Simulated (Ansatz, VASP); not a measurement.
**Two plane-wave programs on P**

```
CELL_PARAMETERS angstrom
4.51650 -3.98590 -0.00918
4.51650 3.98590 -0.00918
-0.03342 0.00000 5.02955
ATOMIC_POSITIONS crystal
P 0.85127 0.85127 0.23756
P 0.14873 0.14873 0.76244
P 0.71918 0.71918 0.58554
P 0.28082 0.28082 0.41446
P 0.50160 0.77839 0.24938
P 0.22161 0.49840 0.75062
P 0.49840 0.22161 0.75062
P 0.77839 0.50160 0.24938
```

Change from the starting cell: strain +0.000 along x and y, -0.050 along z, atoms carried along.

Alike in both runs: task single point; functional PBEsol; k mesh 6 × 6 × 6; occupations gaussian, width 0.05 eV; no spin polarisation.

```csv
,VASP,Ansatz
version,VASP 6.6.1,Ansatz 0.2.0
potentials or method,"VASP PAW PBE potentials, release 64 (P), cutoff 520 eV","scalar-relativistic, plane waves, PAW"
valence electrons in the cell,40,40
```

```tsv
	VASP	Ansatz	Ansatz less VASP
gap on the k mesh at the Fermi level (eV)	2.09	2.10	+0.009
least direct gap on the mesh (eV)	2.49	2.50	+0.011
pressure (GPa)	3.5	3.7	+0.26
traceless stress, the component that is largest in VASP (GPa)	4.47	4.49	+0.016
rms of the force components (eV/Å)	0.736	0.780	+0.0440
```

VASP's potentials were made for PBE, not for PBEsol. Atom by atom the forces differ by 0.056 eV/Å (rms over components).
